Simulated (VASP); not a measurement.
# Pt2C3 (R-3c) in VASP: relaxation of cell and atoms with PBE

Aim: the relaxation of cell and atoms of Pt2C3 with PBE.

Everything below comes from runs of VASP 6.6.1. Logs are shortened: lines on timing, memory, paths and dates and some standing lists are left out, and cuts for length are marked.

### 1 The cell of the first run

Symmetry: R-3c, No. 167, trigonal system. The conventional cell has a = 5.334 Å, b = 5.334 Å, c = 14.093 Å, α = 90.00°, β = 90.00°, γ = 120.00°. Within 2.7 Å of Pt (site symmetry 3) lie 6 C at 2.01 to 2.27 Å. Within 2.7 Å of C (site symmetry 2) lie 4 Pt at 2.01 to 2.27 Å.

### 2 Relaxation of cell and atoms, PBE

File INCAR:

```
PREC     = Accurate       # precision mode
ENCUT    = 600            # plane-wave cutoff, eV
EDIFF    = 1E-7           # SCF threshold, eV
ISMEAR   = 0              # smearing method
SIGMA    = 0.1            # smearing width, eV
LREAL    = F              # projectors in reciprocal space
LASPH    = T              # aspherical terms in the spheres
NELM     = 120            # most SCF steps
ALGO     = Normal         # electronic algorithm
ISIF     = 3              # what is computed and relaxed
LWAVE    = F              # write WAVECAR
LCHARG   = F              # write CHGCAR
GGA      = PE             # functional
IBRION   = 2              # ionic algorithm
NSW      = 100            # ionic steps
EDIFFG   = -0.01          # ionic threshold
GGA_COMPAT= F            
NELMIN   = 4            
KPAR     = 4
```

File KPOINTS:

```
regular mesh
0
Gamma
  12 12 12
```

File POSCAR:

```
Pt2C3
1.0
    2.6671625724      1.5398870291      4.6975523831
   -2.6671625724      1.5398870291      4.6975523831
    0.0000000000     -3.0797740582      4.6975523831
Pt C
4 6
Direct
    0.3509658372      0.3509658372      0.3509658372
    0.1490341628      0.1490341628      0.1490341628
    0.6490341628      0.6490341628      0.6490341628
    0.8509658372      0.8509658372      0.8509658372
    0.5823235422      0.9176764578      0.2500000000
    0.2500000000      0.5823235422      0.9176764578
    0.9176764578      0.2500000000      0.5823235422
    0.4176764578      0.0823235422      0.7500000000
    0.7500000000      0.4176764578      0.0823235422
    0.0823235422      0.7500000000      0.4176764578
```

Potentials or basis: VASP PAW PBE potentials, release 64 (Pt, C).

On the command line:

```bash
> cat potpaw_PBE.64/Pt/POTCAR potpaw_PBE.64/C/POTCAR > POTCAR
> mpirun -np 4 vasp_std > vasp.out
```

OUTCAR:

```text
PREC = Accurate
   ENCUT = 600
   EDIFF = 1E-7
   ISMEAR = 0
   LREAL = F
   LASPH = T
   NELM = 120
   ISIF = 3
   GGA = PE
   IBRION = 2
   NSW = 100
   EDIFFG = -0.01
   NELMIN = 4

 ion  position               nearest neighbor table
   1  0.351  0.351  0.351-   9 2.01   8 2.01  10 2.01   7 2.27   6 2.27   5 2.27   2 2.85   3 3.12
                             3 3.12   3 3.12
   2  0.149  0.149  0.149-  10 2.01   8 2.01   9 2.01   7 2.27   6 2.27   5 2.27   1 2.85   4 3.12
                             4 3.12   4 3.12
   3  0.649  0.649  0.649-   6 2.01   5 2.01   7 2.01   9 2.27  10 2.27   8 2.27   4 2.85   1 3.12
                             1 3.12   1 3.12
   4  0.851  0.851  0.851-   7 2.01   5 2.01   6 2.01   9 2.27  10 2.27   8 2.27   3 2.85   2 3.12
                             2 3.12   2 3.12
   5  0.582  0.918  0.250-   3 2.01   4 2.01   1 2.27   2 2.27
   6  0.250  0.582  0.918-   3 2.01   4 2.01   1 2.27   2 2.27
   7  0.918  0.250  0.582-   4 2.01   3 2.01   1 2.27   2 2.27
   8  0.418  0.082  0.750-   1 2.01   2 2.01   3 2.27   4 2.27
   9  0.750  0.418  0.082-   1 2.01   2 2.01   3 2.27   4 2.27
  10  0.082  0.750  0.418-   2 2.01   1 2.01   3 2.27   4 2.27

  LATTYP: Found a trigonal (rhomboedric) cell.
 ALAT       =     5.6171172893
 COS(alpha) =     0.5490774157

  Lattice vectors:

 A1 = (   2.6671625724,   1.5398870291,   4.6975523831)
 A2 = (  -2.6671625724,   1.5398870291,   4.6975523831)
 A3 = (   0.0000000000,  -3.0797740582,   4.6975523831)

Analysis of symmetry for initial positions (statically):
=====================================================================
 Subroutine PRICEL returns:
 Original cell was already a primitive cell.

 Routine SETGRP: Setting up the symmetry group for a
 trigonal (rhombohedral) supercell.

 Subroutine GETGRP returns: Found 12 space group operations
 (whereof  6 operations were pure point group operations)
 out of a pool of 12 trial point group operations.

The static configuration has the point symmetry S_6 .
 The point group associated with its full space group is D_3d.

Analysis of symmetry for dynamics (positions and initial velocities):
=====================================================================
 Subroutine PRICEL returns:
 Original cell was already a primitive cell.

 Routine SETGRP: Setting up the symmetry group for a
 trigonal (rhombohedral) supercell.

 Subroutine GETGRP returns: Found 12 space group operations
 (whereof  6 operations were pure point group operations)
 out of a pool of 12 trial point group operations.

The dynamic configuration has the point symmetry S_6 .
 The point group associated with its full space group is D_3d.

 Subroutine INISYM returns: Found 12 space group operations
 (whereof  6 operations are pure point group operations),
 and found     1 'primitive' translations

----------------------------------------------------------------------------------------

                                     Primitive cell

  volume of cell :     115.7607

  direct lattice vectors                    reciprocal lattice vectors
     2.667162572  1.539887029  4.697552383     0.187465138  0.108233048  0.070958939
    -2.667162572  1.539887029  4.697552383    -0.187465138  0.108233048  0.070958939
     0.000000000 -3.079774058  4.697552383     0.000000000 -0.216466096  0.070958939

  length of vectors
     5.617117289  5.617117289  5.617117289     0.227799784  0.227799784  0.227799784

  position of ions in fractional coordinates (direct lattice)
     0.350965837  0.350965837  0.350965837
     0.149034163  0.149034163  0.149034163
     0.649034163  0.649034163  0.649034163
     0.850965837  0.850965837  0.850965837
     0.582323542  0.917676458  0.250000000
     0.250000000  0.582323542  0.917676458
     0.917676458  0.250000000  0.582323542
     0.417676458  0.082323542  0.750000000
     0.750000000  0.417676458  0.082323542
     0.082323542  0.750000000  0.417676458

  ion indices of the primitive-cell ions
   primitive index   ion index
                 1           1
                 2           2
                 3           3
                 4           4
                 5           5
                 6           6
                 7           7
                 8           8
                 9           9
                10          10

----------------------------------------------------------------------------------------

 KPOINTS: regular mesh

Automatic generation of k-mesh.
 Grid dimensions read from file:
 generate k-points for:   12   12   12

 Generating k-lattice:

  Cartesian coordinates                     Fractional coordinates (reciprocal lattice)
     0.015622095  0.009019421  0.005913245     0.083333333 -0.000000000  0.000000000
    -0.015622095  0.009019421  0.005913245    -0.000000000  0.083333333  0.000000000
     0.000000000 -0.018038841  0.005913245     0.000000000  0.000000000  0.083333333

  Length of vectors
     0.018983315  0.018983315  0.018983315

  Shift w.r.t. Gamma in fractional coordinates (k-lattice)
     0.000000000  0.000000000  0.000000000

 Subroutine IBZKPT returns following result:
 ===========================================

 Found    189 irreducible k-points:

 Following reciprocal coordinates:
            Coordinates               Weight
  0.000000  0.000000  0.000000      1.000000
  0.083333 -0.000000 -0.000000      6.000000
  0.166667 -0.000000 -0.000000      6.000000
  0.250000  0.000000  0.000000      6.000000
  0.333333 -0.000000 -0.000000      6.000000
  0.416667 -0.000000  0.000000      6.000000
[... 16 lines left out ...]
  0.500000  0.166667 -0.000000     12.000000
 -0.416667  0.166667  0.000000     12.000000
 [... further k-points ...]
   k-points           NKPTS =    189   k-points in BZ     NKDIM =    189   number of bands    NBANDS=     38
   number of dos      NEDOS =    301   number of ions     NIONS =     10
   total plane-waves  NPLWV = 110592
   dimension x,y,z NGX =    48 NGY =   48 NGZ =   48
   dimension x,y,z NGXF=    96 NGYF=   96 NGZF=   96
   ions per type =               4   6
   NGX,Y,Z   is equivalent  to a cutoff of  14.21, 14.21, 14.21 a.u.
   NGXF,Y,Z  is equivalent  to a cutoff of  28.41, 28.41, 28.41 a.u.
 SYSTEM =  unknown system
   PREC   = accura    normal or accurate (medium, high low for compatibility)
   ISTART =      0    job   : 0-new  1-cont  2-samecut
   ICHARG =      2    charge: 1-file 2-atom 10-const
   ISPIN  =      1    spin polarized calculation?
   LNONCOLLINEAR =      F non collinear calculations
   LSORBIT =      F    spin-orbit coupling
   LASPH  =      T    aspherical Exc in radial PAW
   ENCUT  =  600.0 eV  44.10 Ry    6.64 a.u.  11.22 11.22 11.22*2*pi/ulx,y,z
   NELM   =    120;   NELMIN=  4; NELMDL= -5     # of ELM steps
   EDIFF  = 0.1E-06   stopping-criterion for ELM
   LREAL  =      F    real-space projection
   EDIFFG = -.1E-01   stopping-criterion for IOM
   NSW    =    100    number of steps for IOM
   IBRION =      2    ionic relax: 0-MD 1-quasi-New 2-CG
   NFREE  =      1    steps in history (QN), initial steepest desc. (CG)
   ISIF   =      3    stress and relaxation
   ISYM   =      2    0-nonsym 1-usesym 2-fastsym
   POTIM  = 0.5000    time-step for ionic-motion
   TEBEG  =    0.0;   TEEND  =   0.0 temperature during run
   PSTRESS=    0.0 pullay stress
   NELECT =      64.0000    total number of electrons
   NUPDOWN=      -1.0000    fix difference up-down
   EMIN   =  10.00;   EMAX   =-10.00  energy-range for DOS
   EFERMI =   0.00;   METHOD = LEGACY
   ISMEAR =     0;   SIGMA  =   0.10  broadening in eV -4-tet -1-fermi 0-gaus
   EFERMI_NEDOS =   21; number of points for ismear=-14 and -15
   IALGO  =     38    algorithm
   IMIX   =      4    mixing-type and parameters
     AMIX     =   0.40;   BMIX     =  1.00
     AMIX_MAG =   1.60;   BMIX_MAG =  1.00
  volume/ion in A,a.u.               =      11.58        78.12
  Fermi-wavevector in a.u.,A,eV,Ry     =   1.343634  2.539101 24.563320  1.805353
  Thomas-Fermi vector in A             =   2.471692
   LORBIT       =      0    0 simple, 1 ext, 2 COOP (PROOUT), +10 PAW based schemes
   GGA     = PE    functional components
   LHFCALC =     F    Hartree Fock is set to
   AEXX    =    0.0000 exact exchange contribution
   IVDW    =     0    specifies the selected vdW correction
   LEPSILON=     F    determine dielectric tensor
   LRPA    =     F    only Hartree local field effects (RPA)
 conjugate gradient relaxation of ions
 non-spin polarized calculation
 Gauss-broadening in eV      SIGMA  =   0.10
  energy-cutoff  :      600.00
  volume of cell :      115.76
 maximum number of plane-waves:      3884
 NGX is ok and might be reduce to    48
   NGX = 23   NGY = 23   NGZ = 23

--------------------------------------- Ionic step        1  -------------------------------------------

 number of electron      64.0000000 magnetization

 Free energy of the ion-electron system (eV)
  ---------------------------------------------------
  ext. energy  EPLUGINS =         0.00000000
  ---------------------------------------------------
  free energy    TOTEN  =       -65.04169088 eV

  energy without entropy =      -65.01486205  energy(sigma->0) =      -65.02827646

------------------------ aborting loop because EDIFF is reached ----------------------------------------

  FORCE on cell =-STRESS in cart. coord.  units (eV):
  Direction    XX          YY          ZZ          XY          YZ          ZX
  --------------------------------------------------------------------------------------
  -------------------------------------------------------------------------------------
  Total        0.2058739      0.2058739      0.0455877      0.0000000     -0.0000000      0.0000000
  in kB        2.8493815      2.8493815      0.6309533      0.0000000     -0.0000000      0.0000000
  external PRESSURE =       2.1099054 kB  Pullay stress =       0.0000000 kB
[... 205 lines left out ...]
  energy  without entropy=      -65.0162332067  energy(sigma->0) =      -65.02922647

--------------------------------------- Ionic step        6  -------------------------------------------

 number of electron      64.0000000 magnetization

 Free energy of the ion-electron system (eV)
  ---------------------------------------------------
  ext. energy  EPLUGINS =         0.00000000
  ---------------------------------------------------
  free energy    TOTEN  =       -65.04233103 eV

  energy without entropy =      -65.01653539  energy(sigma->0) =      -65.02943321

 E-fermi :   8.2632     XC(G=0): -12.2067

 val. band max:        8.2630882182   @ k =  -0.3333   0.2500   0.0833
 cond. band min:       8.2659043957   @ k =   0.5000   0.4167   0.3333
 fundamental gap:      0.0028161775
 Fermi energy:         8.2632400129

 k-point     1 :       0.0000    0.0000    0.0000
  band No.  band energies     occupation
      1      -6.0967      2.00000
      2      -3.3063      2.00000
      3      -3.3063      2.00000
      4      -2.3196      2.00000
      5      -2.3196      2.00000
      6      -1.8110      2.00000
[... 973 lines left out ...]
     37      11.1420      0.00000
     38      11.3968      0.00000

 [... further k-points ...]
[... 5 lines left out ...]
  --------------------------------------------------------------------------------------
  -------------------------------------------------------------------------------------
  Total        0.0310234      0.0310234     -0.0548730      0.0000000      0.0000000      0.0000000
  in kB        0.4293373      0.4293373     -0.7593967      0.0000000      0.0000000      0.0000000
  external PRESSURE =       0.0330927 kB  Pullay stress =       0.0000000 kB
[... 25 lines left out ...]
  FREE ENERGIE OF THE ION-ELECTRON SYSTEM (eV)
  ---------------------------------------------------
  free  energy   TOTEN  =       -65.0423310288 eV

  energy  without entropy=      -65.0165353941  energy(sigma->0) =      -65.02943321

 reached required accuracy - stopping structural energy minimisation
```

Run time: 12 min. Hardware: 4 MPI ranks of Intel Xeon 6975P-C (Granite Rapids), shared host; peak memory 0.92 GiB.

Results:

```yaml
Free_energy: -65.0423 eV
Energy_gained_by_relaxing: 0.1 meV/atom
Ionic_steps: 6
Pressure_after_relaxing: 0.0 GPa
Largest_force_after_relaxing: 0.010 eV/Å
Band_gap_on_the_k_mesh: zero (band 32 reaches 8.52 eV, above the bottom of band 33 at 8.12 eV)
```

Forces in eV/Å, atoms in the order of the input:
```
Pt   0.000  0.000  0.005
Pt   0.000  0.000 -0.005
Pt   0.000  0.000 -0.005
Pt   0.000  0.000  0.005
C    0.010  0.000  0.000
C   -0.005  0.009  0.000
C   -0.005 -0.009  0.000
C   -0.010  0.000  0.000
C    0.005 -0.009  0.000
C    0.005  0.009  0.000
```

Step by step:
```tsv
step	energy change (eV)	largest force (eV/Å)	pressure (GPa)	volume (Å³)
1	0.0000	0.0446	0.21	115.76
2	-0.0001	0.0112	-0.40	116.02
3	-0.0002	0.0251	-0.15	115.91
4	-0.0005	0.0095	-0.05	115.83
5	-0.0005	0.0150	0.03	115.77
6	-0.0006	0.0099	0.00	115.77
```

Final structure:
```
Pt C
1.0
     2.66968    1.54134    4.68914
    -2.66968    1.54134    4.68914
     0.00000   -3.08268    4.68914
Pt C
4 6
Direct
  0.35061 0.35061 0.35061
  0.14939 0.14939 0.14939
  0.64939 0.64939 0.64939
  0.85061 0.85061 0.85061
  0.58238 0.91762 0.25000
  0.25000 0.58238 0.91762
  0.91762 0.25000 0.58238
  0.41762 0.08238 0.75000
  0.75000 0.41762 0.08238
  0.08238 0.75000 0.41762
```

Levels at points of the mesh, in eV from the Fermi level:
```csv
k point,band 30,band 31,band 32,band 33,band 34,band 35
"(0.00, 0.00, 0.00)",-2.18,-1.07,-1.07,0.39,1.30,1.30
"(0.50, 0.00, 0.00)",-1.16,-0.37,-0.37,0.36,0.36,1.04
"(0.50, 0.50, 0.00)",-1.29,-0.25,-0.02,0.25,0.99,1.07
"(0.50, 0.50, 0.50)",-1.71,0.26,0.26,0.30,0.30,0.30
```

Caveat: spin-orbit coupling is left out, which moves the levels of the heavy elements.
